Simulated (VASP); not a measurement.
# Se (Pm-3m) in VASP: further runs

Runs on Se. Level: PBE. Tasks: single point.

All numbers are computed with VASP 6.6.1; they aren't measurements. Logs are shortened: lines on timing, memory, paths and dates and some standing lists are left out, and cuts for length are marked.

### Step 1. The cell of the first run

It takes space group Pm-3m (No. 221, cubic). Conventional cell: a = 2.707 Å, b = 2.707 Å, c = 2.707 Å, α = 90.00°, β = 90.00°, γ = 90.00°. Se (site symmetry m-3m) has 6 Se at 2.71 Å within 3.6 Å.

### Step 2. Single point, PBE (strained)

File INCAR:

```
PREC = Accurate
ENCUT = 520
EDIFF = 1E-6
ISMEAR = 0
SIGMA = 0.1
LREAL = F
LASPH = T
NELM = 80
ALGO = Normal
ISIF = 2
LWAVE = F
LCHARG = F
GGA = PE
NBANDS = 9
```

File KPOINTS:

```
regular mesh
0
Gamma
  14 14 14
```

File POSCAR:

```
Se
1.0
    2.7066002939      0.0000000000      0.0000000000
    0.0000000000      2.7066002939      0.0000000000
    0.0000000000      0.0000000000      2.7066002939
Se
1
Direct
    0.0000000000      0.0000000000      0.0000000000
```

Potentials or basis: VASP PAW PBE potentials, release 64 (Se).

Command:

```sh
$ cat potpaw_PBE.64/Se/POTCAR > POTCAR
$ mpirun -np 1 vasp_std > vasp.out
```

OUTCAR:

```text
PREC = Accurate
   ENCUT = 520
   EDIFF = 1E-6
   ISMEAR = 0
   LREAL = F
   LASPH = T
   NELM = 80
   ISIF = 2
   GGA = PE

 ion  position               nearest neighbor table
   1  0.000  0.000  0.000-

  LATTYP: Found a simple cubic cell.
 ALAT       =     2.7066002939

  Lattice vectors:

 A1 = (   2.7066002939,   0.0000000000,   0.0000000000)
 A2 = (   0.0000000000,   2.7066002939,   0.0000000000)
 A3 = (   0.0000000000,   0.0000000000,   2.7066002939)

Analysis of symmetry for initial positions (statically):
=====================================================================
 Subroutine PRICEL returns:
 Original cell was already a primitive cell.

 Routine SETGRP: Setting up the symmetry group for a
 simple cubic supercell.

 Subroutine GETGRP returns: Found 48 space group operations
 (whereof 48 operations were pure point group operations)
 out of a pool of 48 trial point group operations.

The static configuration has the point symmetry O_h .

Analysis of symmetry for dynamics (positions and initial velocities):
=====================================================================
 Subroutine PRICEL returns:
 Original cell was already a primitive cell.

 Routine SETGRP: Setting up the symmetry group for a
 simple cubic supercell.

 Subroutine GETGRP returns: Found 48 space group operations
 (whereof 48 operations were pure point group operations)
 out of a pool of 48 trial point group operations.

The dynamic configuration has the point symmetry O_h .

 Subroutine INISYM returns: Found 48 space group operations
 (whereof 48 operations are pure point group operations),
 and found     1 'primitive' translations

----------------------------------------------------------------------------------------

                                     Primitive cell

  volume of cell :      19.8277

  direct lattice vectors                    reciprocal lattice vectors
     2.706600294  0.000000000  0.000000000     0.369467188  0.000000000  0.000000000
     0.000000000  2.706600294  0.000000000     0.000000000  0.369467188  0.000000000
     0.000000000  0.000000000  2.706600294     0.000000000  0.000000000  0.369467188

  length of vectors
     2.706600294  2.706600294  2.706600294     0.369467188  0.369467188  0.369467188

  position of ions in fractional coordinates (direct lattice)
     0.000000000  0.000000000  0.000000000

  ion indices of the primitive-cell ions
   primitive index   ion index
                 1           1

----------------------------------------------------------------------------------------

 KPOINTS: regular mesh

Automatic generation of k-mesh.
 Grid dimensions read from file:
 generate k-points for:   14   14   14

 Generating k-lattice:

  Cartesian coordinates                     Fractional coordinates (reciprocal lattice)
     0.026390513  0.000000000  0.000000000     0.071428571  0.000000000  0.000000000
     0.000000000  0.026390513  0.000000000     0.000000000  0.071428571  0.000000000
     0.000000000  0.000000000  0.026390513     0.000000000  0.000000000  0.071428571

  Length of vectors
     0.026390513  0.026390513  0.026390513

  Shift w.r.t. Gamma in fractional coordinates (k-lattice)
     0.000000000  0.000000000  0.000000000

 Subroutine IBZKPT returns following result:
 ===========================================

 Found    120 irreducible k-points:

 Following reciprocal coordinates:
            Coordinates               Weight
  0.000000  0.000000  0.000000      1.000000
  0.071429  0.000000  0.000000      6.000000
  0.142857  0.000000  0.000000      6.000000
  0.214286  0.000000  0.000000      6.000000
  0.285714  0.000000  0.000000      6.000000
  0.357143  0.000000  0.000000      6.000000
[... 16 lines left out ...]
  0.285714  0.214286  0.000000     24.000000
  0.357143  0.214286  0.000000     24.000000
 [... further k-points ...]
   k-points           NKPTS =    120   k-points in BZ     NKDIM =    120   number of bands    NBANDS=      9
   number of dos      NEDOS =    301   number of ions     NIONS =      1
   total plane-waves  NPLWV =   8000
   dimension x,y,z NGX =    20 NGY =   20 NGZ =   20
   dimension x,y,z NGXF=    40 NGYF=   40 NGZF=   40
   ions per type =               1
   NGX,Y,Z   is equivalent  to a cutoff of  12.28, 12.28, 12.28 a.u.
   NGXF,Y,Z  is equivalent  to a cutoff of  24.57, 24.57, 24.57 a.u.
 SYSTEM =  unknown system
   PREC   = accura    normal or accurate (medium, high low for compatibility)
   ISTART =      0    job   : 0-new  1-cont  2-samecut
   ICHARG =      2    charge: 1-file 2-atom 10-const
   ISPIN  =      1    spin polarized calculation?
   LNONCOLLINEAR =      F non collinear calculations
   LSORBIT =      F    spin-orbit coupling
   LASPH  =      T    aspherical Exc in radial PAW
   ENCUT  =  520.0 eV  38.22 Ry    6.18 a.u.   5.03  5.03  5.03*2*pi/ulx,y,z
   NELM   =     80;   NELMIN=  2; NELMDL= -5     # of ELM steps
   EDIFF  = 0.1E-05   stopping-criterion for ELM
   LREAL  =      F    real-space projection
   EDIFFG = 0.1E-04   stopping-criterion for IOM
   NSW    =      0    number of steps for IOM
   IBRION =     -1    ionic relax: 0-MD 1-quasi-New 2-CG
   NFREE  =      0    steps in history (QN), initial steepest desc. (CG)
   ISIF   =      2    stress and relaxation
   ISYM   =      2    0-nonsym 1-usesym 2-fastsym
   POTIM  = 0.5000    time-step for ionic-motion
   TEBEG  =    0.0;   TEEND  =   0.0 temperature during run
   PSTRESS=    0.0 pullay stress
   NELECT =       6.0000    total number of electrons
   NUPDOWN=      -1.0000    fix difference up-down
   EMIN   =  10.00;   EMAX   =-10.00  energy-range for DOS
   EFERMI =   0.00;   METHOD = LEGACY
   ISMEAR =     0;   SIGMA  =   0.10  broadening in eV -4-tet -1-fermi 0-gaus
   EFERMI_NEDOS =   21; number of points for ismear=-14 and -15
   IALGO  =     38    algorithm
   IMIX   =      4    mixing-type and parameters
     AMIX     =   0.40;   BMIX     =  1.00
     AMIX_MAG =   1.60;   BMIX_MAG =  1.00
  volume/ion in A,a.u.               =      19.83       133.80
  Fermi-wavevector in a.u.,A,eV,Ry     =   1.099093  2.076985 16.435913  1.208006
  Thomas-Fermi vector in A             =   2.235482
   LORBIT       =      0    0 simple, 1 ext, 2 COOP (PROOUT), +10 PAW based schemes
   GGA     = PE    functional components
   LHFCALC =     F    Hartree Fock is set to
   AEXX    =    0.0000 exact exchange contribution
   IVDW    =     0    specifies the selected vdW correction
   LEPSILON=     F    determine dielectric tensor
   LRPA    =     F    only Hartree local field effects (RPA)
 non-spin polarized calculation
 Gauss-broadening in eV      SIGMA  =   0.10
  energy-cutoff  :      520.00
  volume of cell :       19.83
 maximum number of plane-waves:       554
   NGX = 11   NGY = 11   NGZ = 11

 number of electron       6.0000001 magnetization

 Free energy of the ion-electron system (eV)
  ---------------------------------------------------
  ext. energy  EPLUGINS =         0.00000000
  ---------------------------------------------------
  free energy    TOTEN  =        -3.23475666 eV

  energy without entropy =       -3.23212748  energy(sigma->0) =       -3.23344207

 E-fermi :   6.3589     XC(G=0): -10.5164

 val. band max:        6.3326029489   @ k =   0.2857   0.1429   0.1429
 cond. band min:       6.4259784928   @ k =   0.5000   0.2857   0.2143
 fundamental gap:      0.0933755438
 Fermi energy:         6.3589246728

 k-point     1 :       0.0000    0.0000    0.0000
  band No.  band energies     occupation
      1     -10.9268      2.00000
      2       7.9689      0.00000
      3       7.9689      0.00000
      4       7.9689      0.00000
      5      13.8850      0.00000
      6      13.8850      0.00000
      7      14.9861      0.00000
      8      29.9164      0.00000
      9      29.9164      0.00000

 k-point     2 :       0.0714    0.0000    0.0000
  band No.  band energies     occupation
      1     -10.8416      2.00000
      2       7.0007      0.00000
      3       8.0381      0.00000
      4       8.0381      0.00000
      5      13.9661      0.00000
      6      14.4853      0.00000
      7      15.6125      0.00000
      8      28.4319      0.00000
      9      28.4319      0.00000

 k-point     3 :       0.1429    0.0000    0.0000
  band No.  band energies     occupation
      1     -10.5899      2.00000
      2       5.0975      2.00000
      3       8.2395      0.00000
      4       8.2395      0.00000
      5      14.2052      0.00000
      6      14.9620      0.00000
      7      17.7849      0.00000
      8      26.3405      0.00000
      9      26.3405      0.00000

 k-point     4 :       0.2143    0.0000    0.0000
  band No.  band energies     occupation
      1     -10.1854      2.00000
      2       3.0944      2.00000
      3       8.5522      0.00000
      4       8.5522      0.00000
      5      14.5892      0.00000
      6      15.4688      0.00000
      7      20.3458      0.00000
      8      24.3915      0.00000
      9      24.3915      0.00000
[... 205 lines left out ...]
 k-point    22 :       0.2143    0.2143    0.0000
  band No.  band energies     occupation
      1      -9.4441      2.00000
      2       3.6360      2.00000
      3       3.9090      2.00000
      4       9.1264      0.00000
      5      15.6914      0.00000
      6      17.6589      0.00000
      7      21.3032      0.00000
      8      22.3903      0.00000
      9      24.6213      0.00000

 k-point    23 :       0.2857    0.2143    0.0000
  band No.  band energies     occupation
      1      -8.9170      2.00000
      2       1.9293      2.00000
      3       4.2452      2.00000
      4       9.5036      0.00000
      5      15.5529      0.00000
      6      16.8697      0.00000
      7      22.2115      0.00000
      8      23.3318      0.00000
      9      23.8849      0.00000

 k-point    24 :       0.3571    0.2143    0.0000
  band No.  band energies     occupation
      1      -8.3326      2.00000
      2       0.3869      2.00000
      3       4.7345      2.00000
      4       9.8853      0.00000
      5      14.4490      0.00000
      6      17.3055      0.00000
      7      22.0622      0.00000
      8      22.5753      0.00000
      9      23.8171      0.00000

 [... further k-points ...]
[... 5 lines left out ...]
  --------------------------------------------------------------------------------------
  -------------------------------------------------------------------------------------
  Total        1.5843021      1.5843021      1.5843021      0.0000000     -0.0000000     -0.0000000
  in kB      128.0195226    128.0195226    128.0195226      0.0000000     -0.0000000     -0.0000000
  external PRESSURE =     128.0195226 kB  Pullay stress =       0.0000000 kB

 VOLUME and BASIS-vectors are now :
 -----------------------------------------------------------------------------
  energy-cutoff  :      520.00
  volume of cell :       19.83
      direct lattice vectors                 reciprocal lattice vectors
     2.706600294  0.000000000  0.000000000     0.369467188  0.000000000  0.000000000
     0.000000000  2.706600294  0.000000000     0.000000000  0.369467188  0.000000000
     0.000000000  0.000000000  2.706600294     0.000000000  0.000000000  0.369467188

 POSITION                                       TOTAL-FORCE (eV/Angst)
 -----------------------------------------------------------------------------------
      0.00000      0.00000      0.00000         0.000000      0.000000      0.000000
 -----------------------------------------------------------------------------------
    total drift:                               -0.000000     -0.000000      0.000000

  FREE ENERGIE OF THE ION-ELECTRON SYSTEM (eV)
  ---------------------------------------------------
  free  energy   TOTEN  =        -3.2347566594 eV

  energy  without entropy=       -3.2321274762  energy(sigma->0) =       -3.23344207
```

Run time: 11 s. Hardware: 1 thread of Intel Xeon 6975P-C, shared host; peak memory 0.14 GiB.

Results:

```yaml
Free_energy: -3.2348 eV
Pressure: 12.8 GPa
Band_gap_on_the_k_mesh: zero (band 3 reaches 9.75 eV, above the bottom of band 4 at 2.50 eV)
```

Levels at points of the mesh, in eV from the Fermi level:
| k point | band 1 | band 2 | band 3 | band 4 | band 5 | band 6 | band 7 |
| --- | --- | --- | --- | --- | --- | --- | --- |
| (0.00, 0.00, 0.00) | -17.29 | 1.61 | 1.61 | 1.61 | 7.53 | 7.53 | 8.63 |
| (0.50, 0.00, 0.00) | -14.72 | -8.17 | 3.39 | 3.39 | 9.95 | 12.63 | 13.06 |
| (0.50, 0.50, 0.00) | -12.11 | -5.89 | -5.89 | 2.12 | 5.02 | 14.33 | 16.32 |
| (0.50, 0.50, 0.50) | -9.36 | -3.86 | -3.86 | -3.86 | 5.34 | 5.34 | 5.34 |

Caveat: the cell differs from its parent crystal (strained).

### Step 3. Single point, PBE (strained)

File INCAR:

```
PREC     = Accurate       # precision mode
ENCUT    = 520            # plane-wave cutoff, eV
EDIFF    = 1E-6           # SCF threshold, eV
ISMEAR   = 0              # smearing method
SIGMA    = 0.1            # smearing width, eV
LREAL    = F              # projectors in reciprocal space
LASPH    = T              # aspherical terms in the spheres
NELM     = 80             # most SCF steps
ALGO     = Normal         # electronic algorithm
ISIF     = 2              # what is computed and relaxed
LWAVE    = F              # write WAVECAR
LCHARG   = T              # write CHGCAR
GGA      = PE             # functional
LELF     = T              # ELF
LVHAR    = T            
NBANDS   = 9              # bands
```

KPOINTS is that of step 2.

File POSCAR:

```
Se
1.0
    2.7744191796      0.0000000000      0.0000000000
    0.0000000000      2.7744191796      0.0000000000
    0.0000000000      0.0000000000      2.7744191796
Se
1
Direct
    0.0000000000      0.0000000000      0.0000000000
```

Potentials or basis: VASP PAW PBE potentials, release 64 (Se).

Command:

```sh
$ cat potpaw_PBE.64/Se/POTCAR > POTCAR
$ mpirun -np 1 vasp_std > vasp.out
```

Run time: 12 s. Hardware: 1 thread of Intel Xeon 6975P-C, shared host; peak memory 0.15 GiB.

The run converged. Its results:

```yaml
Free_energy: -3.3166 eV
Pressure: 4.8 GPa
Band_gap_on_the_k_mesh: zero (band 3 reaches 8.43 eV, above the bottom of band 4 at 1.85 eV)
```

Levels at points of the mesh, in eV from the Fermi level:
```tsv
k point	band 1	band 2	band 3	band 4	band 5	band 6	band 7
(0.00, 0.00, 0.00)	-16.54	1.49	1.49	1.49	7.68	7.68	8.19
(0.50, 0.00, 0.00)	-14.27	-7.44	3.05	3.05	9.94	12.00	12.77
(0.50, 0.50, 0.00)	-11.99	-5.37	-5.37	2.62	4.48	13.78	15.99
(0.50, 0.50, 0.50)	-9.64	-3.53	-3.53	-3.53	5.66	5.66	5.66
```

Caveat: the cell differs from its parent crystal (strained).

### Step 4. Single point, PBE

This run uses another cell than the first one, of 21.36 Å³/atom, 1.077 times its volume.

File INCAR:

```
SYSTEM = Se
  ALGO = Normal
  EDIFF = 1E-6
  ENCUT = 520
  GGA = PE
  ISIF = 2
  ISMEAR = -1
  LASPH = .True.
  LCHARG = .False.
  LREAL = .False.
  LWAVE = .False.
  NBANDS = 9
  NELM = 60
  PREC = Accurate
  SIGMA = 0.1
```

File KPOINTS:

```
k-points
0
Gamma
  14 14 14
  0 0 0
```

POSCAR is that of step 3.

Command:

```sh
$ cat potpaw_PBE.64/Se/POTCAR > POTCAR
$ mpirun -np 1 vasp_std > vasp.out
```

It took 10 s on 1 thread of Intel Xeon 6975P-C, shared host; peak memory 0.15 GiB.

It converged, with:

| Item | Value |
| --- | --- |
| Free energy | -3.3229 eV |
| Pressure | 4.9 GPa |
| Band gap on the k mesh | zero (band 3 reaches 8.43 eV, above the bottom of band 4 at 1.85 eV) |

Levels at points of the mesh, in eV from the Fermi level:
| k point | band 1 | band 2 | band 3 | band 4 | band 5 | band 6 |
| --- | --- | --- | --- | --- | --- | --- |
| (0.00, 0.00, 0.00) | -16.57 | 1.47 | 1.47 | 1.47 | 7.65 | 7.65 |
| (0.50, 0.00, 0.00) | -14.30 | -7.47 | 3.03 | 3.03 | 9.92 | 11.98 |
| (0.50, 0.50, 0.00) | -12.02 | -5.40 | -5.40 | 2.60 | 4.45 | 13.75 |
| (0.50, 0.50, 0.50) | -9.66 | -3.56 | -3.56 | -3.56 | 5.63 | 5.63 |

### Step 5. Single point, PBE (strained)

File INCAR:

```
  PREC = Accurate
  ENCUT = 520
  EDIFF = 1E-6
  ISMEAR = 0
  SIGMA = 0.1
  LREAL = F
  LASPH = T
  NELM = 100
  ALGO = Normal
  ISIF = 2
  LWAVE = F
  LCHARG = F
  GGA = PE
  NBANDS = 9
```

File KPOINTS:

```
regular mesh
0
Gamma
  14 14 14
```

File POSCAR:

```
Se
1.0
    2.8233791874      0.0000000000      0.0000000000
    0.0000000000      2.8233791874      0.0000000000
    0.0000000000      0.0000000000      2.8233791874
Se
1
Direct
    0.0000000000      0.0000000000      0.0000000000
```

Potentials or basis: VASP PAW PBE potentials, release 64 (Se).

Command:

```sh
$ cat potpaw_PBE.64/Se/POTCAR > POTCAR
$ mpirun -np 1 vasp_std > vasp.out
```

OUTCAR:

```text
PREC = Accurate
   ENCUT = 520
   EDIFF = 1E-6
   ISMEAR = 0
   LREAL = F
   LASPH = T
   NELM = 100
   ISIF = 2
   GGA = PE

 ion  position               nearest neighbor table
   1  0.000  0.000  0.000-

  LATTYP: Found a simple cubic cell.
 ALAT       =     2.8233791874

  Lattice vectors:

 A1 = (   2.8233791874,   0.0000000000,   0.0000000000)
 A2 = (   0.0000000000,   2.8233791874,   0.0000000000)
 A3 = (   0.0000000000,   0.0000000000,   2.8233791874)

Analysis of symmetry for initial positions (statically):
[... 458 lines left out ...]
      2      -0.3807      2.00000
      3       3.3371      2.00000
      4       7.6921      0.00000
      5      12.9118      0.00000
      6      15.3183      0.00000
      7      19.9210      0.00000
      8      20.0128      0.00000
      9      21.2309      0.00000

 [... further k-points ...]
[... 5 lines left out ...]
  --------------------------------------------------------------------------------------
  -------------------------------------------------------------------------------------
  Total        0.0715605      0.0715605      0.0715605      0.0000000      0.0000000     -0.0000000
  in kB        5.0942007      5.0942007      5.0942007      0.0000000      0.0000000     -0.0000000
  external PRESSURE =       5.0942007 kB  Pullay stress =       0.0000000 kB

 VOLUME and BASIS-vectors are now :
 -----------------------------------------------------------------------------
  energy-cutoff  :      520.00
  volume of cell :       22.51
      direct lattice vectors                 reciprocal lattice vectors
     2.823379187  0.000000000  0.000000000     0.354185511  0.000000000  0.000000000
     0.000000000  2.823379187  0.000000000     0.000000000  0.354185511  0.000000000
     0.000000000  0.000000000  2.823379187     0.000000000  0.000000000  0.354185511

 POSITION                                       TOTAL-FORCE (eV/Angst)
 -----------------------------------------------------------------------------------
      0.00000      0.00000      0.00000         0.000000      0.000000      0.000000
 -----------------------------------------------------------------------------------
    total drift:                               -0.000000      0.000000      0.000000

  FREE ENERGIE OF THE ION-ELECTRON SYSTEM (eV)
  ---------------------------------------------------
  free  energy   TOTEN  =        -3.3350798160 eV

  energy  without entropy=       -3.3328131485  energy(sigma->0) =       -3.33394648
```

stdout:

```text
POSCAR found type information on POSCAR Se
 POSCAR found :  1 types and       1 ions
 scaLAPACK will be used
 LDA part: xc-table for (Slater+PW92), standard interpolation
 POSCAR, INCAR and KPOINTS ok, starting setup
 FFT: planning ... GRIDC
 FFT: planning ... GRID_SOFT
 FFT: planning ... GRID
 WAVECAR not read
 entering main loop
```

It took 8.8 s on 1 thread of Intel Xeon 6975P-C, shared host; peak memory 0.15 GiB.

What came out:

| Property | Result |
| --- | --- |
| Free energy | -3.3351 eV |
| Pressure | 0.5 GPa |
| Band gap on the k mesh | zero (band 3 reaches 7.56 eV, above the bottom of band 4 at 1.41 eV) |

Caveat: the cell differs from its parent crystal (strained).

### Step 6. Summary

```csv
cell,smearing,gap on the mesh (eV),pressure (GPa)
"a = 2.707 Å, 1 atom",gaussian 0.1 eV,none,12.8
"a = 2.774 Å, 1 atom",gaussian 0.1 eV,none,4.8
"a = 2.774 Å, 1 atom",fermi-dirac 0.1 eV,none,4.9
"a = 2.823 Å, 1 atom",gaussian 0.1 eV,none,0.5
```

Alike in all rows: task single point; level PBE; potentials or basis VASP PAW PBE potentials, release 64 (Se); no spin polarisation; k mesh 14 × 14 × 14; cutoff (eV) 520.

Total energies depend on the potentials used, so only differences within one code and one set of settings carry meaning.
